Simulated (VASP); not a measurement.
Ag2Sb:

```
CELL_PARAMETERS angstrom
5.08497 0.00000 0.00000
0.00000 6.20617 0.00000
0.00000 0.00000 3.87431
ATOMIC_POSITIONS crystal
Ag 0.20040 0.37870 0.00000
Ag 0.79960 0.62130 0.00000
Ag 0.70040 0.12130 0.50000
Ag 0.29960 0.87870 0.50000
Sb 0.00000 0.00000 0.00000
Sb 0.50000 0.50000 0.50000
```

* Program: VASP 6.6.1
* Task: relaxation of cell and atoms
* Functional: PBE
* Potentials or basis: VASP PAW PBE potentials, release 64 (Ag, Sb)
* Cutoff: 600 eV
* k mesh: 4 × 4 × 4
* Occupations: gaussian, width 0.1 eV
* Spin: no spin polarisation

At the start: pressure 24.3 GPa; volume 20.38 Å³/atom.

Task: How do energy, volume and symmetry change on relaxing?

Result: Over 8 steps the energy falls by 346.4 meV/atom and the volume is 26.36 Å³/atom (+29.3 %); space group Pnnm (No. 58, to 0.1 Å) before and after.

Step by step:
```tsv
step	energy change (eV)	largest force (eV/Å)	pressure (GPa)	volume (Å³)
1	0.0000	0.4425	24.30	122.27
2	-1.4800	0.2619	-5.47	185.52
3	-2.0464	0.2455	0.06	156.78
4	-2.0465	0.2459	-0.17	157.53
5	-2.0610	0.1694	-0.08	157.50
6	-2.0714	0.1096	0.08	157.43
7	-2.0764	0.0631	-0.02	157.77
8	-2.0787	0.0275	-0.11	158.14
```

Final structure:
```yaml
crystal:
  lattice:
    - [5.64170, 0.00000, 0.00000]
    - [0.00000, 6.76350, 0.00000]
    - [0.00000, 0.00000, 4.14435]
  atoms:
    - { symbol: Ag, position: [0.20797, 0.37245, 0.00000] }
    - { symbol: Ag, position: [0.79203, 0.62755, 0.00000] }
    - { symbol: Ag, position: [0.70797, 0.12755, 0.50000] }
    - { symbol: Ag, position: [0.29203, 0.87245, 0.50000] }
    - { symbol: Sb, position: [0.00000, 0.00000, 0.00000] }
    - { symbol: Sb, position: [0.50000, 0.50000, 0.50000] }
```

Caveat: the k points lie up to 0.38 Å⁻¹ apart in the final cell, too coarse for converged energies and pressures of a metal; the volume moved by over 15 % at a fixed basis, so the end points are rough.
